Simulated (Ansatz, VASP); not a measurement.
## Ca: VASP beside Ansatz

```xyz
1
Lattice="-2.2400 2.2400 2.2960 2.2400 -2.2400 2.2960 2.2400 2.2400 -2.2960" Properties=species:S:1:pos:R:3 pbc="T T T"
Ca    0.0000    0.0000    0.0000
```

Change from the starting cell: strain +0.000 along x and y, +0.025 along z, atoms carried along.

Alike in both runs: task single point; functional r2SCAN; k mesh 16 × 16 × 16; occupations gaussian, width 0.15 eV; no spin polarisation.

|  | VASP | Ansatz |
| --- | --- | --- |
| version | VASP 6.6.1 | Ansatz 0.2.0 |
| potentials or method | VASP PAW PBE potentials, release 64 (Ca_sv), cutoff 520 eV | scalar-relativistic, plane waves, PAW |
| valence electrons in the cell | 10 | 10 |

|  | VASP | Ansatz | Ansatz less VASP |
| --- | --- | --- | --- |
| gap on the k mesh at the Fermi level (eV) | none | none | - |
| pressure (GPa) | -1.0 | -1.0 | -0.03 |

VASP's potentials were made for PBE, not for r2SCAN. A gap of «none» marks a metal or a gap that the smearing closes. The functional is the same, so the differences come from potentials, cutoffs and numerics.
